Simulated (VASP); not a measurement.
A run of VASP 6.6.1 is set up as follows.

The input INCAR:

```
PREC = Accurate
ENCUT = 520
EDIFF = 1E-6
ISMEAR = 0
SIGMA = 0.1
LREAL = F
LASPH = T
NELM = 150
ALGO = Normal
ISIF = 2
LWAVE = F
LCHARG = F
ISPIN = 2
MAGMOM = 0 0 0 0 1
LORBIT = 11
GGA = PE
NBANDS = 21
```

File KPOINTS:

```
Automatic mesh
0
Gamma
  6 6 4
```

Contents of POSCAR:

```
Si2B2C
1.0
    3.2065300700      0.0000000000      0.0000000000
    0.0000000000      3.2065300700      0.0000000000
    0.0000000000      0.0000000000      5.6102071500
Si B C
2 2 1
Direct
    0.0000000000      0.5000000000      0.5000000000
    0.5000000000      0.0000000000      0.5000000000
    0.0000000000      0.0000000000      0.5000000000
    0.5000000000      0.5000000000      0.0000000000
    0.0000000000      0.0000000000      0.0000000000
```

Potentials or basis: VASP PAW PBE potentials, release 64 (Si, B, C).

Run with:

```console
$ cat potpaw_PBE.64/Si/POTCAR potpaw_PBE.64/B/POTCAR potpaw_PBE.64/C/POTCAR > POTCAR
$ mpirun -np 1 vasp_std > vasp.out
```

Q: Predict the pressure.

A: 42.4 GPa.

Q: Predict the band gap on the k mesh.

A: Zero (filled and empty bands overlap).

Q: Predict the net moment.

A: 0.00 μB per cell.

Stress tensor (GPa, compression positive):
```
68.52  0.00  0.00
 0.00 68.52  0.00
 0.00  0.00 -9.86
```
